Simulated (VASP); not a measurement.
# Hf (Fmmm) in VASP: single point with PBEsol

Aim: the single point of Hf with PBEsol.

All numbers are computed with VASP 6.6.1; they aren't measurements. Logs are shortened: lines on timing, memory, paths and dates and some standing lists are left out, and cuts for length are marked.

**1. The cell of the first run**

Symmetry: Fmmm, No. 69, orthorhombic system. Conventional cell: a = 3.120 Å, b = 5.277 Å, c = 10.693 Å, α = 90.00°, β = 90.00°, γ = 90.00°. Hf (site symmetry mm2) has 11 Hf at 2.88 to 3.61 Å within 3.8 Å.

**2. Single point, PBEsol**

Input file INCAR:

```
SYSTEM = Hf
  ALGO = Normal
  EDIFF = 1E-6
  ENCUT = 520
  GGA = PS
  ISIF = 2
  ISMEAR = 0
  LASPH = .TRUE.
  LCHARG = .FALSE.
  LREAL = .FALSE.
  LWAVE = .FALSE.
  NBANDS = 28
  NELM = 60
  PREC = Accurate
  SIGMA = 0.1
```

Input file KPOINTS:

```
k-points
0
G
  6 6 4
  0 0 0
```

Input file POSCAR:

```
Hf
1.0
    1.5599311531     -5.3462944937      0.0000000000
    1.5599311531      5.3462944937      0.0000000000
    0.0000000000      0.0000000000      5.2770288008
Hf
4
Direct
    0.1345970381      0.8654029619      1.0000006085
    0.6345970381      0.3654029619      0.4999993915
    0.8654029619      0.1345970381     -0.0000006085
    0.3654029619      0.6345970381      0.5000006085
```

Potentials or basis: VASP PAW PBE potentials, release 64 (Hf_pv).

Launch:

```sh
$ cat potpaw_PBE.64/Hf_pv/POTCAR > POTCAR
$ mpirun -np 1 vasp_std > vasp.out
```

OUTCAR:

```text
SYSTEM = Hf
   EDIFF = 1E-6
   ENCUT = 520
   GGA = PS
   ISIF = 2
   ISMEAR = 0
   LASPH = .TRUE.
   LREAL = .FALSE.
   NELM = 60
   PREC = Accurate

 ion  position               nearest neighbor table
   1  0.135  0.865  0.000-   3 2.88   3 2.92   3 2.92   2 3.07   2 3.07   2 3.07   2 3.07   4 3.61
                             4 3.61
   2  0.635  0.365  0.500-   4 2.88   4 2.92   4 2.92   1 3.07   1 3.07   1 3.07   1 3.07   3 3.61
                             3 3.61
   3  0.865  0.135  1.000-   1 2.88   1 2.92   1 2.92   4 3.07   4 3.07   4 3.07   4 3.07   2 3.61
                             2 3.61
   4  0.365  0.635  0.500-   2 2.88   2 2.92   2 2.92   3 3.07   3 3.07   3 3.07   3 3.07   1 3.61
                             1 3.61

  LATTYP: Found a base centered orthorhombic cell.
 ALAT       =     3.1198623062
 B/A-ratio  =     3.4272631091
 C/A-ratio  =     1.6914300321

  Lattice vectors:

 A1 = (   1.5599311531,  -5.3462944937,   0.0000000000)
 A2 = (   1.5599311531,   5.3462944937,   0.0000000000)
 A3 = (   0.0000000000,   0.0000000000,   5.2770288008)

Analysis of symmetry for initial positions (statically):
=====================================================================
 Subroutine PRICEL returns following result:

  LATTYP: Found a face centered orthorhombic cell.
 ALAT       =     3.1198623062
 B/A-ratio  =     1.6914300321
 C/A-ratio  =     3.4272631090

  Lattice vectors:

 A1 = (   0.0000000000,  -5.3462944937,   2.6385079783)
 A2 = (   1.5599311531,  -5.3462944937,  -0.0000128443)
 A3 = (   1.5599311531,   0.0000000000,   2.6385079783)

   2 primitive cells build up your supercell.

 Routine SETGRP: Setting up the symmetry group for a
 base centered orthorhombic supercell.

 Subroutine GETGRP returns: Found  8 space group operations
 (whereof  8 operations were pure point group operations)
 out of a pool of  8 trial point group operations.

The static configuration has the point symmetry D_2h.

Analysis of symmetry for dynamics (positions and initial velocities):
=====================================================================
 Subroutine PRICEL returns following result:

  LATTYP: Found a face centered orthorhombic cell.
 ALAT       =     3.1198623062
 B/A-ratio  =     1.6914300321
 C/A-ratio  =     3.4272631090

  Lattice vectors:

 A1 = (   0.0000000000,  -5.3462944937,   2.6385079783)
 A2 = (   1.5599311531,  -5.3462944937,  -0.0000128443)
 A3 = (   1.5599311531,   0.0000000000,   2.6385079783)

   2 primitive cells build up your supercell.

 Routine SETGRP: Setting up the symmetry group for a
 base centered orthorhombic supercell.

 Subroutine GETGRP returns: Found  8 space group operations
 (whereof  8 operations were pure point group operations)
 out of a pool of  8 trial point group operations.

The dynamic configuration has the point symmetry D_2h.

 Subroutine INISYM returns: Found  8 space group operations
 (whereof  8 operations are pure point group operations),
 and found     2 'primitive' translations

----------------------------------------------------------------------------------------

                                     Primitive cell

  volume of cell :      44.0096

  direct lattice vectors                    reciprocal lattice vectors
     0.000000000 -5.346294494  2.638507978    -0.320526186 -0.093522947  0.189500577
     1.559931153 -5.346294494 -0.000012844     0.320526186 -0.093522492 -0.189500577
     1.559931153  0.000000000  2.638507978     0.320527746  0.093522492  0.189500577

  length of vectors
     5.961928309  5.569223466  3.065144296     0.383919322  0.383919211  0.383920514

  position of ions in fractional coordinates (direct lattice)
     0.134597974  0.134596102  0.865403898
     0.865404460  0.865401464  0.134598536

  ion indices of the primitive-cell ions
   primitive index   ion index
                 1           1
                 2           3

----------------------------------------------------------------------------------------

 KPOINTS: k-points

Automatic generation of k-mesh.
 Grid dimensions read from file:
 generate k-points for:    6    6    4

 Generating k-lattice:

  Cartesian coordinates                     Fractional coordinates (reciprocal lattice)
     0.053421161 -0.015587120  0.000000000     0.166666667  0.000000000  0.000000000
     0.053421161  0.015587120  0.000000000     0.000000000  0.166666667  0.000000000
     0.000000000  0.000000000  0.047375144     0.000000000  0.000000000  0.250000000

  Length of vectors
     0.055648708  0.055648708  0.047375144

  Shift w.r.t. Gamma in fractional coordinates (k-lattice)
     0.000000000  0.000000000  0.000000000

 Subroutine IBZKPT returns following result:
 ===========================================

 Found     39 irreducible k-points:

 Following reciprocal coordinates:
            Coordinates               Weight
  0.000000  0.000000  0.000000      1.000000
  0.166667 -0.000000  0.000000      4.000000
  0.333333 -0.000000  0.000000      4.000000
  0.500000  0.000000  0.000000      2.000000
  0.166667  0.166667  0.000000      2.000000
  0.333333  0.166667  0.000000      4.000000
[... 16 lines left out ...]
  0.333333  0.333333  0.250000      4.000000
  0.500000  0.333333  0.250000      8.000000
 [... further k-points ...]
   k-points           NKPTS =     39   k-points in BZ     NKDIM =     39   number of bands    NBANDS=     28
   number of dos      NEDOS =    301   number of ions     NIONS =      4
   total plane-waves  NPLWV =  70560
   dimension x,y,z NGX =    42 NGY =   42 NGZ =   40
   dimension x,y,z NGXF=    84 NGYF=   84 NGZF=   80
   ions per type =               4
   NGX,Y,Z   is equivalent  to a cutoff of  12.54, 12.54, 12.60 a.u.
   NGXF,Y,Z  is equivalent  to a cutoff of  25.07, 25.07, 25.20 a.u.
 SYSTEM =  Hf
   PREC   = accura    normal or accurate (medium, high low for compatibility)
   ISTART =      0    job   : 0-new  1-cont  2-samecut
   ICHARG =      2    charge: 1-file 2-atom 10-const
   ISPIN  =      1    spin polarized calculation?
   LNONCOLLINEAR =      F non collinear calculations
   LSORBIT =      F    spin-orbit coupling
   LASPH  =      T    aspherical Exc in radial PAW
   ENCUT  =  520.0 eV  38.22 Ry    6.18 a.u.  10.36 10.36  9.81*2*pi/ulx,y,z
   NELM   =     60;   NELMIN=  2; NELMDL= -5     # of ELM steps
   EDIFF  = 0.1E-05   stopping-criterion for ELM
   LREAL  =      F    real-space projection
   EDIFFG = 0.1E-04   stopping-criterion for IOM
   NSW    =      0    number of steps for IOM
   IBRION =     -1    ionic relax: 0-MD 1-quasi-New 2-CG
   NFREE  =      0    steps in history (QN), initial steepest desc. (CG)
   ISIF   =      2    stress and relaxation
   ISYM   =      2    0-nonsym 1-usesym 2-fastsym
   POTIM  = 0.5000    time-step for ionic-motion
   TEBEG  =    0.0;   TEEND  =   0.0 temperature during run
   PSTRESS=    0.0 pullay stress
   NELECT =      40.0000    total number of electrons
   NUPDOWN=      -1.0000    fix difference up-down
   EMIN   =  10.00;   EMAX   =-10.00  energy-range for DOS
   EFERMI =   0.00;   METHOD = LEGACY
   ISMEAR =     0;   SIGMA  =   0.10  broadening in eV -4-tet -1-fermi 0-gaus
   EFERMI_NEDOS =   21; number of points for ismear=-14 and -15
   IALGO  =     38    algorithm
   IMIX   =      4    mixing-type and parameters
     AMIX     =   0.40;   BMIX     =  1.00
     AMIX_MAG =   1.60;   BMIX_MAG =  1.00
  volume/ion in A,a.u.               =      22.00       148.50
  Fermi-wavevector in a.u.,A,eV,Ry     =   1.258642  2.378489 21.554075  1.584180
  Thomas-Fermi vector in A             =   2.392241
   LORBIT       =      0    0 simple, 1 ext, 2 COOP (PROOUT), +10 PAW based schemes
   GGA     = PS    functional components
   LHFCALC =     F    Hartree Fock is set to
   AEXX    =    0.0000 exact exchange contribution
   IVDW    =     0    specifies the selected vdW correction
   LEPSILON=     F    determine dielectric tensor
   LRPA    =     F    only Hartree local field effects (RPA)
 non-spin polarized calculation
 Gauss-broadening in eV      SIGMA  =   0.10
  energy-cutoff  :      520.00
  volume of cell :       88.02
 maximum number of plane-waves:      2392
 NGX is ok and might be reduce to    42
   NGX = 21   NGY = 21   NGZ = 19

 number of electron      39.9999994 magnetization

 Free energy of the ion-electron system (eV)
  ---------------------------------------------------
  ext. energy  EPLUGINS =         0.00000000
  ---------------------------------------------------
  free energy    TOTEN  =       -41.01205436 eV

  energy without entropy =      -40.98670001  energy(sigma->0) =      -40.99937719

 E-fermi :   4.5766     XC(G=0): -11.4312

 val. band max:        4.5568109319   @ k =   0.0000   0.0000   0.2500
 cond. band min:       4.5854655388   @ k =   0.3333  -0.0000   0.2500
 fundamental gap:      0.0286546069
 Fermi energy:         4.5765665554

 k-point     1 :       0.0000    0.0000    0.0000
  band No.  band energies     occupation
      1     -26.3345      2.00000
      2     -26.1476      2.00000
      3     -26.1252      2.00000
      4     -25.8950      2.00000
      5     -25.5324      2.00000
      6     -25.3967      2.00000
[... 20 lines left out ...]
     27       8.1912      0.00000
     28       8.2685      0.00000

 k-point     2 :       0.1667   -0.0000    0.0000
  band No.  band energies     occupation
      1     -26.2685      2.00000
      2     -26.1090      2.00000
      3     -26.0497      2.00000
      4     -25.8407      2.00000
      5     -25.6618      2.00000
      6     -25.4985      2.00000
[... 20 lines left out ...]
     27       7.4624      0.00000
     28       7.8195      0.00000

 k-point     3 :       0.3333   -0.0000    0.0000
  band No.  band energies     occupation
      1     -26.1351      2.00000
      2     -26.0650      2.00000
      3     -25.8950      2.00000
      4     -25.8504      2.00000
      5     -25.8002      2.00000
      6     -25.6979      2.00000
[... 616 lines left out ...]
      3     -25.9401      2.00000
      4     -25.8706      2.00000
      5     -25.7014      2.00000
      6     -25.6300      2.00000
[... 20 lines left out ...]
     27       7.4595      0.00000
     28       7.5932      0.00000

 k-point    24 :       0.5000    0.3333    0.2500
  band No.  band energies     occupation
      1     -25.9204      2.00000
      2     -25.9048      2.00000
      3     -25.8920      2.00000
      4     -25.7729      2.00000
      5     -25.6919      2.00000
      6     -25.6486      2.00000
[... 20 lines left out ...]
     27       7.6036      0.00000
     28       7.7659      0.00000

 [... further k-points ...]

------------------------ aborting loop because EDIFF is reached ----------------------------------------

  FORCE on cell =-STRESS in cart. coord.  units (eV):
  Direction    XX          YY          ZZ          XY          YZ          ZX
  --------------------------------------------------------------------------------------
  -------------------------------------------------------------------------------------
  Total       -0.2387965     -0.2515158     -0.0529370      0.0000000      0.0000000      0.0000000
  in kB       -4.3467118     -4.5782354     -0.9635902      0.0000000      0.0000000      0.0000000
  external PRESSURE =      -3.2961791 kB  Pullay stress =       0.0000000 kB

 VOLUME and BASIS-vectors are now :
 -----------------------------------------------------------------------------
  energy-cutoff  :      520.00
  volume of cell :       88.02
      direct lattice vectors                 reciprocal lattice vectors
     1.559931153 -5.346294494  0.000000000     0.320526966 -0.093522719  0.000000000
     1.559931153  5.346294494  0.000000000     0.320526966  0.093522719  0.000000000
     0.000000000  0.000000000  5.277028801     0.000000000  0.000000000  0.189500577

 POSITION                                       TOTAL-FORCE (eV/Angst)
 -----------------------------------------------------------------------------------
      1.55993      3.90710      0.00000         0.000000     -0.040786      0.000000
      1.55993     -1.43919      2.63851         0.000000     -0.040786      0.000000
      1.55993     -3.90710      5.27703         0.000000      0.040786      0.000000
      1.55993      1.43919      2.63852         0.000000      0.040786      0.000000
 -----------------------------------------------------------------------------------
    total drift:                                0.000000      0.000000      0.000000

  FREE ENERGIE OF THE ION-ELECTRON SYSTEM (eV)
  ---------------------------------------------------
  free  energy   TOTEN  =       -41.0120543582 eV

  energy  without entropy=      -40.9867000141  energy(sigma->0) =      -40.99937719
```

It took 2 min on 1 thread of Intel Xeon Platinum 8488C (Sapphire Rapids), shared host; peak memory 0.27 GiB.

What came out:

```yaml
Free_energy: -41.0121 eV
Pressure: -0.3 GPa
Largest_force: 0.041 eV/Å
Band_gap_on_the_k_mesh: zero (bands 20 and 21 overlap by 1.62 eV)
```

Forces on the atoms (eV/Å):
```
Hf   0.000 -0.041  0.000
Hf   0.000 -0.041  0.000
Hf   0.000  0.041  0.000
Hf   0.000  0.041  0.000
```

Caveat: the PAW data sets were made with another functional, which shifts forces and pressure a little; spin-orbit coupling is left out, which moves the levels of the heavy elements.

The gap in the log of VASP goes by the Fermi energy; the results here count the filled bands.